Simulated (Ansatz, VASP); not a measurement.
This is a calculation of InSb3 for Ansatz 0.2.0.

File input.yaml:

```yaml
crystal:
  lattice:
    - [4.7741085314, 0.0, 0.0]
    - [0.0, 4.7741085314, 0.0]
    - [0.0, 0.0, 4.7741085314]
  atoms:
    - { symbol: Sb, position: [0.5, 0.5, 0.0] }
    - { symbol: Sb, position: [0.0, 0.5, 0.5] }
    - { symbol: Sb, position: [0.5, 0.0, 0.5] }
    - { symbol: In, position: [0.0, 0.0, 0.0] }
kpoints:
  mp_grid: { grid: [6, 6, 6] }
scf:
  occupations: { method: fermi_dirac, width: 0.05 }
hamiltonian:
  xc: lda
  pseudopotentials: { kind: all_electron, lapw: { basis_error: 0.002 } }
output:
  forces: true
  stress: true
  eigenvalues: true
```

Potentials or basis: all-electron LAPW, scalar-relativistic.

Launch:

```sh
$ ansatz run input.yaml --threads 2 --pin off --max-ram 8192MiB --backend cpu --events-out ev --progress --plain --runs-dir out
```

Q: Set up the same calculation for VASP 6.6.1. Potentials there: VASP PAW LDA potentials, release 64 (Sb, In_d).

A: As run (the cutoff follows the program's own potentials):

The input INCAR:

```
ALGO = Normal ; EDIFF = 1E-6
ENCUT = 520 ; ISIF = 2
ISMEAR = -1 ; LASPH = True
LCHARG = False ; LREAL = False
LWAVE = False ; NBANDS = 22
NELM = 80 ; PREC = Accurate
SIGMA = 0.05
```

File KPOINTS:

```
k-points
0
Gamma
  6 6 6
```

Contents of POSCAR:

```
InSb3
1.0
    4.7741085314      0.0000000000      0.0000000000
    0.0000000000      4.7741085314      0.0000000000
    0.0000000000      0.0000000000      4.7741085314
Sb In
3 1
Direct
    0.5000000000      0.5000000000      0.0000000000
    0.0000000000      0.5000000000      0.5000000000
    0.5000000000      0.0000000000      0.5000000000
    0.0000000000      0.0000000000      0.0000000000
```

Potentials or basis: VASP PAW LDA potentials, release 64 (Sb, In_d).

Command:

```sh
$ cat potpaw_LDA.64/Sb/POTCAR potpaw_LDA.64/In_d/POTCAR > POTCAR
$ mpirun -np 1 vasp_std > vasp.out
```

Both were run:

|  | VASP | Ansatz | Ansatz less VASP |
| --- | --- | --- | --- |
| gap on the k mesh at the Fermi level (eV) | none | none | - |
| pressure (GPa) | -2.8 | -2.9 | -0.04 |

LDA's correlation is that of Perdew and Zunger in VASP and of Perdew and Wang (1992) in Ansatz. A gap of «none» marks a metal or a gap that the smearing closes. Ansatz ran all-electron here, and VASP with PAW potentials.

Neither program's run includes spin-orbit coupling.
